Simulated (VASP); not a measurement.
# BaZrO3 (Pm-3m) in VASP: further runs

The runs below take BaZrO3 through single point, relaxation of cell and atoms, with PBE.

Everything below comes from runs of VASP 6.6.1. Logs are shortened: lines on timing, memory, paths and dates and some standing lists are left out, and cuts for length are marked.

## 1. The cell of the first run

It takes space group Pm-3m (No. 221, cubic). Conventional cell: a = 4.181 Å, b = 4.181 Å, c = 4.181 Å, α = 90.00°, β = 90.00°, γ = 90.00°. Within 3.9 Å of Ba (site symmetry m-3m) lie 12 O at 2.96 Å and 8 Zr at 3.62 Å. Within 2.8 Å of Zr (site symmetry m-3m) lie 6 O at 2.09 Å. O (site symmetry 4/mmm) has 2 Zr at 2.09 Å within 2.8 Å.

## 2. Single point, PBE

Input file INCAR:

```
SYSTEM = BaZrO3
PREC = Accurate ; ENCUT = 520
EDIFF = 1E-7 ; ISMEAR = 0
SIGMA = 0.1 ; LREAL = .False.
LASPH = .True. ; NELM = 60
ALGO = Normal ; ISIF = 2
LWAVE = .False. ; LCHARG = .False.
GGA = PE ; NBANDS = 28
```

Input file KPOINTS:

```
Automatic mesh
0
Gamma
  4 4 4
  0 0 0
```

Input file POSCAR:

```
BaZrO3
1.0
    4.1815000000      0.0000000000      0.0000000000
    0.0000000000      4.1815000000      0.0000000000
    0.0000000000      0.0000000000      4.1815000000
Ba Zr O
1 1 3
Direct
    0.5000000000      0.5000000000      0.5000000000
    0.0000000000      0.0000000000      0.0000000000
    0.5000000000      0.0000000000      0.0000000000
    0.0000000000      0.5000000000      0.0000000000
    0.0000000000      0.0000000000      0.5000000000
```

Potentials or basis: VASP PAW PBE potentials, release 64 (Ba_sv, Zr_sv, O).

Command:

```console
$ cat potpaw_PBE.64/Ba_sv/POTCAR potpaw_PBE.64/Zr_sv/POTCAR potpaw_PBE.64/O/POTCAR > POTCAR
$ mpirun -np 1 vasp_std > vasp.out
```

OUTCAR:

```text
SYSTEM = BaZrO3
   PREC = Accurate
   ENCUT = 520
   EDIFF = 1E-7
   ISMEAR = 0
   LREAL = .False.
   LASPH = .True.
   NELM = 60
   ISIF = 2
   GGA = PE

 ion  position               nearest neighbor table
   1  0.500  0.500  0.500-   3 2.96   4 2.96   5 2.96   3 2.96   4 2.96   3 2.96   5 2.96   3 2.96
                             4 2.96   5 2.96   4 2.96   5 2.96   2 3.62   2 3.62   2 3.62   2 3.62
   2  0.000  0.000  0.000-   3 2.09   4 2.09   5 2.09   5 2.09   4 2.09   3 2.09   1 3.62   1 3.62
                             1 3.62   1 3.62   1 3.62   1 3.62   1 3.62   1 3.62
   3  0.500  0.000  0.000-   2 2.09   2 2.09   1 2.96   1 2.96   1 2.96   1 2.96
   4  0.000  0.500  0.000-   2 2.09   2 2.09   1 2.96   1 2.96   1 2.96   1 2.96
   5  0.000  0.000  0.500-   2 2.09   2 2.09   1 2.96   1 2.96   1 2.96   1 2.96

  LATTYP: Found a simple cubic cell.
 ALAT       =     4.1815000000

  Lattice vectors:

 A1 = (   4.1815000000,   0.0000000000,   0.0000000000)
 A2 = (   0.0000000000,   4.1815000000,   0.0000000000)
 A3 = (   0.0000000000,   0.0000000000,   4.1815000000)

Analysis of symmetry for initial positions (statically):
=====================================================================
 Subroutine PRICEL returns:
 Original cell was already a primitive cell.

 Routine SETGRP: Setting up the symmetry group for a
 simple cubic supercell.

 Subroutine GETGRP returns: Found 48 space group operations
 (whereof 48 operations were pure point group operations)
 out of a pool of 48 trial point group operations.

The static configuration has the point symmetry O_h .

Analysis of symmetry for dynamics (positions and initial velocities):
=====================================================================
 Subroutine PRICEL returns:
 Original cell was already a primitive cell.

 Routine SETGRP: Setting up the symmetry group for a
 simple cubic supercell.

 Subroutine GETGRP returns: Found 48 space group operations
 (whereof 48 operations were pure point group operations)
 out of a pool of 48 trial point group operations.

The dynamic configuration has the point symmetry O_h .

 Subroutine INISYM returns: Found 48 space group operations
 (whereof 48 operations are pure point group operations),
 and found     1 'primitive' translations

----------------------------------------------------------------------------------------

                                     Primitive cell

  volume of cell :      73.1133

  direct lattice vectors                    reciprocal lattice vectors
     4.181500000  0.000000000  0.000000000     0.239148631  0.000000000  0.000000000
     0.000000000  4.181500000  0.000000000     0.000000000  0.239148631  0.000000000
     0.000000000  0.000000000  4.181500000     0.000000000  0.000000000  0.239148631

  length of vectors
     4.181500000  4.181500000  4.181500000     0.239148631  0.239148631  0.239148631

  position of ions in fractional coordinates (direct lattice)
     0.500000000  0.500000000  0.500000000
     0.000000000  0.000000000  0.000000000
     0.500000000  0.000000000  0.000000000
     0.000000000  0.500000000  0.000000000
     0.000000000  0.000000000  0.500000000

  ion indices of the primitive-cell ions
   primitive index   ion index
                 1           1
                 2           2
                 3           3
                 4           4
                 5           5

----------------------------------------------------------------------------------------

 KPOINTS: Automatic mesh

Automatic generation of k-mesh.
 Grid dimensions read from file:
 generate k-points for:    4    4    4

 Generating k-lattice:

  Cartesian coordinates                     Fractional coordinates (reciprocal lattice)
     0.059787158  0.000000000  0.000000000     0.250000000  0.000000000  0.000000000
     0.000000000  0.059787158  0.000000000     0.000000000  0.250000000  0.000000000
     0.000000000  0.000000000  0.059787158     0.000000000  0.000000000  0.250000000

  Length of vectors
     0.059787158  0.059787158  0.059787158

  Shift w.r.t. Gamma in fractional coordinates (k-lattice)
     0.000000000  0.000000000  0.000000000

 Subroutine IBZKPT returns following result:
 ===========================================

 Found     10 irreducible k-points:

 Following reciprocal coordinates:
            Coordinates               Weight
  0.000000  0.000000  0.000000      1.000000
  0.250000  0.000000  0.000000      6.000000
  0.500000  0.000000  0.000000      3.000000
  0.250000  0.250000  0.000000     12.000000
  0.500000  0.250000  0.000000     12.000000
  0.500000  0.500000  0.000000      3.000000
  0.250000  0.250000  0.250000      8.000000
  0.500000  0.250000  0.250000     12.000000
  0.500000  0.500000  0.250000      6.000000
  0.500000  0.500000  0.500000      1.000000
   k-points           NKPTS =     10   k-points in BZ     NKDIM =     10   number of bands    NBANDS=     28
   number of dos      NEDOS =    301   number of ions     NIONS =      5
   total plane-waves  NPLWV =  32768
   dimension x,y,z NGX =    32 NGY =   32 NGZ =   32
   dimension x,y,z NGXF=    64 NGYF=   64 NGZF=   64
   ions per type =               1   1   3
   NGX,Y,Z   is equivalent  to a cutoff of  12.72, 12.72, 12.72 a.u.
   NGXF,Y,Z  is equivalent  to a cutoff of  25.44, 25.44, 25.44 a.u.
 SYSTEM =  BaZrO3
   PREC   = accura    normal or accurate (medium, high low for compatibility)
   ISTART =      0    job   : 0-new  1-cont  2-samecut
   ICHARG =      2    charge: 1-file 2-atom 10-const
   ISPIN  =      1    spin polarized calculation?
   LNONCOLLINEAR =      F non collinear calculations
   LSORBIT =      F    spin-orbit coupling
   LASPH  =      T    aspherical Exc in radial PAW
   ENCUT  =  520.0 eV  38.22 Ry    6.18 a.u.   7.77  7.77  7.77*2*pi/ulx,y,z
   NELM   =     60;   NELMIN=  2; NELMDL= -5     # of ELM steps
   EDIFF  = 0.1E-06   stopping-criterion for ELM
   LREAL  =      F    real-space projection
   EDIFFG = 0.1E-05   stopping-criterion for IOM
   NSW    =      0    number of steps for IOM
   IBRION =     -1    ionic relax: 0-MD 1-quasi-New 2-CG
   NFREE  =      0    steps in history (QN), initial steepest desc. (CG)
   ISIF   =      2    stress and relaxation
   ISYM   =      2    0-nonsym 1-usesym 2-fastsym
   POTIM  = 0.5000    time-step for ionic-motion
   TEBEG  =    0.0;   TEEND  =   0.0 temperature during run
   PSTRESS=    0.0 pullay stress
   NELECT =      40.0000    total number of electrons
   NUPDOWN=      -1.0000    fix difference up-down
   EMIN   =  10.00;   EMAX   =-10.00  energy-range for DOS
   EFERMI =   0.00;   METHOD = LEGACY
   ISMEAR =     0;   SIGMA  =   0.10  broadening in eV -4-tet -1-fermi 0-gaus
   EFERMI_NEDOS =   21; number of points for ismear=-14 and -15
   IALGO  =     38    algorithm
   IMIX   =      4    mixing-type and parameters
     AMIX     =   0.40;   BMIX     =  1.00
     AMIX_MAG =   1.60;   BMIX_MAG =  1.00
  volume/ion in A,a.u.               =      14.62        98.68
  Fermi-wavevector in a.u.,A,eV,Ry     =   1.338945  2.530239 24.392166  1.792774
  Thomas-Fermi vector in A             =   2.467376
   LORBIT       =      0    0 simple, 1 ext, 2 COOP (PROOUT), +10 PAW based schemes
   GGA     = PE    functional components
   LHFCALC =     F    Hartree Fock is set to
   AEXX    =    0.0000 exact exchange contribution
   IVDW    =     0    specifies the selected vdW correction
   LEPSILON=     F    determine dielectric tensor
   LRPA    =     F    only Hartree local field effects (RPA)
 non-spin polarized calculation
 Gauss-broadening in eV      SIGMA  =   0.10
  energy-cutoff  :      520.00
  volume of cell :       73.11
 maximum number of plane-waves:      1986
 NGX is ok and might be reduce to    32
   NGX = 15   NGY = 15   NGZ = 15

 number of electron      40.0000004 magnetization

 Free energy of the ion-electron system (eV)
  ---------------------------------------------------
  ext. energy  EPLUGINS =         0.00000000
  ---------------------------------------------------
  free energy    TOTEN  =       -41.65697115 eV

  energy without entropy =      -41.65697115  energy(sigma->0) =      -41.65697115

 E-fermi :   4.3367     XC(G=0): -10.8069

 val. band max:        3.8427553339   @ k =   0.5000   0.5000   0.5000
 cond. band min:       7.0410767146   @ k =   0.0000   0.0000   0.0000
 fundamental gap:      3.1983213807
 Fermi energy:         4.3366803835

 k-point     1 :       0.0000    0.0000    0.0000
  band No.  band energies     occupation
      1     -43.1430      2.00000
      2     -21.4535      2.00000
      3     -21.3131      2.00000
      4     -21.3131      2.00000
      5     -21.3131      2.00000
      6     -12.5415      2.00000
[... 20 lines left out ...]
     27      11.3576      0.00000
     28      11.3576      0.00000

 k-point     2 :       0.2500    0.0000    0.0000
  band No.  band energies     occupation
      1     -43.1412      2.00000
      2     -21.6031      2.00000
      3     -21.3095      2.00000
      4     -21.3095      2.00000
      5     -21.2622      2.00000
      6     -12.6008      2.00000
[... 20 lines left out ...]
     27      11.3584      0.00000
     28      11.7698      0.00000

 k-point     3 :       0.5000    0.0000    0.0000
  band No.  band energies     occupation
      1     -43.1395      2.00000
      2     -21.7299      2.00000
      3     -21.3059      2.00000
      4     -21.3059      2.00000
      5     -21.2269      2.00000
      6     -12.7218      2.00000
[... 20 lines left out ...]
     27      11.3417      0.00000
     28      12.4046      0.00000

 k-point     4 :       0.2500    0.2500    0.0000
  band No.  band energies     occupation
      1     -43.1395      2.00000
      2     -21.5913      2.00000
      3     -21.4421      2.00000
      4     -21.3060      2.00000
      5     -21.2467      2.00000
      6     -12.4871      2.00000
[... 144 lines left out ...]
     27      11.5092      0.00000
     28      12.6606      0.00000

 k-point     9 :       0.5000    0.5000    0.2500
  band No.  band energies     occupation
      1     -43.1343      2.00000
      2     -21.5598      2.00000
      3     -21.5598      2.00000
      4     -21.4307      2.00000
      5     -21.3380      2.00000
      6     -11.8709      2.00000
[... 20 lines left out ...]
     27      12.0052      0.00000
     28      13.2825      0.00000

 k-point    10 :       0.5000    0.5000    0.5000
  band No.  band energies     occupation
      1     -43.1325      2.00000
      2     -21.5547      2.00000
      3     -21.5547      2.00000
      4     -21.5547      2.00000
      5     -21.3192      2.00000
      6     -11.3037      2.00000
[... 20 lines left out ...]
     27      13.0316      0.00000
     28      13.0316      0.00000

------------------------ aborting loop because EDIFF is reached ----------------------------------------

  FORCE on cell =-STRESS in cart. coord.  units (eV):
  Direction    XX          YY          ZZ          XY          YZ          ZX
  --------------------------------------------------------------------------------------
  -------------------------------------------------------------------------------------
  Total        2.8993297      2.8993297      2.8993297      0.0000000      0.0000000      0.0000000
  in kB       63.5348309     63.5348309     63.5348309      0.0000000      0.0000000      0.0000000
  external PRESSURE =      63.5348309 kB  Pullay stress =       0.0000000 kB

 VOLUME and BASIS-vectors are now :
 -----------------------------------------------------------------------------
  energy-cutoff  :      520.00
  volume of cell :       73.11
      direct lattice vectors                 reciprocal lattice vectors
     4.181500000  0.000000000  0.000000000     0.239148631  0.000000000  0.000000000
     0.000000000  4.181500000  0.000000000     0.000000000  0.239148631  0.000000000
     0.000000000  0.000000000  4.181500000     0.000000000  0.000000000  0.239148631

 POSITION                                       TOTAL-FORCE (eV/Angst)
 -----------------------------------------------------------------------------------
      2.09075      2.09075      2.09075         0.000000      0.000000      0.000000
      0.00000      0.00000      0.00000         0.000000      0.000000      0.000000
      2.09075      0.00000      0.00000         0.000000      0.000000      0.000000
      0.00000      2.09075      0.00000         0.000000      0.000000      0.000000
      0.00000      0.00000      2.09075         0.000000      0.000000      0.000000
 -----------------------------------------------------------------------------------
    total drift:                                0.000000      0.000000     -0.000000

  FREE ENERGIE OF THE ION-ELECTRON SYSTEM (eV)
  ---------------------------------------------------
  free  energy   TOTEN  =       -41.6569711522 eV

  energy  without entropy=      -41.6569711522  energy(sigma->0) =      -41.65697115
```

Wall time 14 s (1 thread of Intel Xeon Platinum 8488C (Sapphire Rapids), shared host); peak memory 0.18 GiB.

What came out:

```
Free energy            : -41.6570 eV
Pressure               : 6.4 GPa
Band gap on the k mesh : 3.20 eV, indirect (least direct gap 3.41 eV)
```

Levels at points of the mesh, in eV from the valence-band top:
| k point | band 18 | band 19 | band 20 | band 21 | band 22 | band 23 |
| --- | --- | --- | --- | --- | --- | --- |
| (0.00, 0.00, 0.00) | -0.22 | -0.22 | -0.22 | 3.20 | 3.20 | 3.20 |
| (0.50, 0.00, 0.00) | -1.70 | -0.44 | -0.44 | 3.65 | 5.75 | 5.75 |
| (0.50, 0.50, 0.00) | -0.93 | -0.77 | -0.08 | 5.72 | 5.72 | 6.49 |
| (0.50, 0.50, 0.50) | 0.00 | 0.00 | 0.00 | 6.01 | 6.01 | 6.01 |

Caveat: spin-orbit coupling is left out, which moves the levels of the heavy elements.

## 3. Single point, PBE

This run uses another cell than the first one, of 15.11 Å³/atom, 1.033 times its volume.

Input file INCAR:

```
PREC     = Accurate       # precision mode
ENCUT    = 520            # plane-wave cutoff, eV
EDIFF    = 1E-6           # SCF threshold, eV
ISMEAR   = 0              # smearing method
SIGMA    = 0.02           # smearing width, eV
LREAL    = F              # projectors in reciprocal space
LASPH    = T              # aspherical terms in the spheres
NELM     = 80             # most SCF steps
ALGO     = Normal         # electronic algorithm
ISIF     = 2              # what is computed and relaxed
LWAVE    = F              # write WAVECAR
LCHARG   = F              # write CHGCAR
GGA      = PE             # functional
NBANDS   = 28             # bands
```

Input file KPOINTS:

```
regular mesh
0
Gamma
  6 6 6
```

POSCAR, as its differences from that of step 2:

```diff
@@ -2,5 +2,5 @@
 1.0
-    4.1815000000      0.0000000000      0.0000000000
-    0.0000000000      4.1815000000      0.0000000000
-    0.0000000000      0.0000000000      4.1815000000
+    4.2271431831      0.0000000000      0.0000000000
+    0.0000000000      4.2271431831      0.0000000000
+    0.0000000000      0.0000000000      4.2271431831
 Ba Zr O
```

Potentials or basis: VASP PAW PBE potentials, release 64 (Ba_sv, Zr_sv, O).

Command:

```console
$ cat potpaw_PBE.64/Ba_sv/POTCAR potpaw_PBE.64/Zr_sv/POTCAR potpaw_PBE.64/O/POTCAR > POTCAR
$ mpirun -np 1 vasp_std > vasp.out
```

Wall time 27 s (1 thread of Intel Xeon Platinum 8375C at 2.90GHz (Ice Lake), shared host); peak memory 0.19 GiB.

It converged, with:

```yaml
Free_energy: -41.7234 eV
Pressure: 0.9 GPa
Band_gap_on_the_k_mesh: 3.13 eV, indirect (least direct gap 3.38 eV)
```

Levels at points of the mesh, in eV from the valence-band top:
```csv
k point,band 17,band 18,band 19,band 20,band 21,band 22,band 23,band 24
"(0.00, 0.00, 0.00)",-0.95,-0.25,-0.25,-0.25,3.13,3.13,3.13,4.62
"(0.50, 0.00, 0.00)",-1.70,-1.61,-0.49,-0.49,3.55,5.54,5.54,6.34
"(0.50, 0.50, 0.00)",-0.93,-0.93,-0.85,-0.07,5.52,5.52,6.31,6.34
"(0.50, 0.50, 0.50)",-2.52,0.00,0.00,0.00,5.88,5.88,5.88,6.78
```

Caveat: spin-orbit coupling is left out, which moves the levels of the heavy elements.

(Continued in part 2 of 2.)
